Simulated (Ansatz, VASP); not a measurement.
One calculation of BN, two programs

File INCAR:

```
SYSTEM = BN
ALGO = Normal ; EDIFF = 1E-6
ENCUT = 600 ; GGA = PE
GGA_COMPAT = .FALSE. ; ISIF = 2
ISMEAR = 0 ; LASPH = .TRUE.
LCHARG = .FALSE. ; LREAL = .FALSE.
LWAVE = .FALSE. ; NBANDS = 11
NELM = 120 ; PREC = Accurate
SIGMA = 0.01
```

KPOINTS

```
k-points
0
G
  10 10 10
  0 0 0
```

The input POSCAR:

```
BN
1.0
    0.0000000000      1.6575009730      1.6575009730
    1.6575009730      0.0000000000      1.6575009730
    1.6575009730      1.6575009730      0.0000000000
B N
1 1
Direct
    0.0000000000      0.0000000000      0.0000000000
    0.2500000000      0.2500000000      0.2500000000
```

Input for Ansatz:

```yaml
crystal:
  lattice:
    - [0.0, 1.657500973, 1.657500973]
    - [1.657500973, 0.0, 1.657500973]
    - [1.657500973, 1.657500973, 0.0]
  atoms:
    - { symbol: B, position: [0.0, 0.0, 0.0] }
    - { symbol: "N", position: [0.25, 0.25, 0.25] }
scf:
  occupations: { method: fixed }
output:
  forces: true
  stress: true
  eigenvalues: true
hamiltonian:
  xc: pbe
  pseudopotentials: { kind: nc }
kpoints:
  mp_grid: { grid: [10, 10, 10] }
```

Alike in both runs: task single point; functional PBE; k mesh 10 × 10 × 10; no spin polarisation.

|  | VASP | Ansatz |
| --- | --- | --- |
| version | VASP 6.6.1 | Ansatz 0.2.0 |
| potentials or method | VASP PAW PBE potentials, release 64 (B, N) | scalar-relativistic, plane waves, norm-conserving pseudopotentials |
| plane-wave cutoff (eV) | 600 | 1240 |
| occupations | gaussian, width 0.01 eV | fixed |
| valence electrons in the cell | 8 | 8 |

|  | VASP | Ansatz | Ansatz less VASP |
| --- | --- | --- | --- |
| gap on the k mesh at the Fermi level (eV) | 4.69 | 4.71 | +0.013 |
| least direct gap on the mesh (eV) | 10.06 | 10.07 | +0.008 |
